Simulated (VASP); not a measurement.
# SrTi2O4: single point with PBE

The system is SrTi2O4.

```
Sr Ti O
1.0
    -0.00046   -3.08074   -0.00042
    -4.98968   -0.00073   -0.01587
     0.04218   -0.00092   -6.05146
Sr Ti O
1 2 4
Direct
  0.00002 0.99995 0.50000
  0.49998 0.50001 0.00000
  0.00000 0.00002 0.00000
  0.49992 0.15565 0.19751
  0.50011 0.84435 0.80248
  0.00013 0.33730 0.81722
  0.99984 0.66271 0.18279
```

```yaml
Program: VASP 6.6.1
Task: single point
Functional: PBE
Potentials_or_basis: VASP PAW PBE potentials, release 64 (Sr_sv, Ti_sv, O)
Cutoff: 520 eV
k_mesh: 8 × 4 × 4
Occupations: gaussian, width 0.2 eV
Spin: no spin polarisation
```

```
Pressure               : 0.7 GPa
Largest force          : 0.040 eV/Å
Band gap on the k mesh : zero (band 29 reaches 6.93 eV, above the bottom of band 30 at 5.80 eV)
```

Forces on the atoms (eV/Å):
```
Sr  -0.001  0.000  0.000
Ti   0.001  0.000  0.000
Ti   0.000  0.000  0.000
O   -0.013  0.000  0.009
O    0.012  0.001 -0.009
O   -0.025  0.000  0.032
O    0.025  0.000 -0.031
```

Stress tensor (GPa, compression positive):
```
 0.66 -0.02 -0.06
-0.02  0.64 -0.01
-0.06 -0.01  0.73
```

Levels at points of the mesh, in eV from the Fermi level:
```
           k point  band 25  band 26  band 27  band 28  band 29  band 30  band 31  band 32  band 33  band 34
(0.00, 0.00, 0.00)    -4.38    -3.99    -3.60    -3.32    -1.06     0.05     0.33     0.49     1.57     1.73
(0.50, 0.00, 0.00)    -5.20    -4.82    -4.56    -4.18     0.43     0.51     0.76     0.91     1.19     1.36
(0.00, 0.50, 0.00)    -4.33    -4.27    -4.22    -3.82    -0.58     0.20     0.70     0.83     1.11     1.14
(0.50, 0.50, 0.00)    -4.66    -4.50    -4.03    -4.01    -0.72    -0.69     1.21     1.38     1.67     1.83
(0.00, 0.00, 0.50)    -4.73    -4.67    -3.67    -3.35    -0.35     0.08     0.51     0.90     1.08     1.74
(0.50, 0.00, 0.50)    -5.10    -5.04    -4.60    -4.36     0.38     0.72     0.77     0.92     1.17     1.41
(0.00, 0.50, 0.50)    -4.56    -4.22    -4.13    -3.82     0.04     0.09     0.78     0.86     1.10     1.13
(0.50, 0.50, 0.50)    -5.07    -4.87    -4.01    -3.99    -0.55    -0.43     1.22     1.41     1.77     1.88
```

It took 4.4 min on 1 thread of Intel(R) Xeon(R) Platinum 8175M CPU @ 2.50GHz (Skylake/Cascade Lake) (shared host), peak memory 0.35 GiB.

Caveat: semilocal functionals often make such compounds metallic where correlation or magnetic order opens a gap, which also shifts bond lengths.
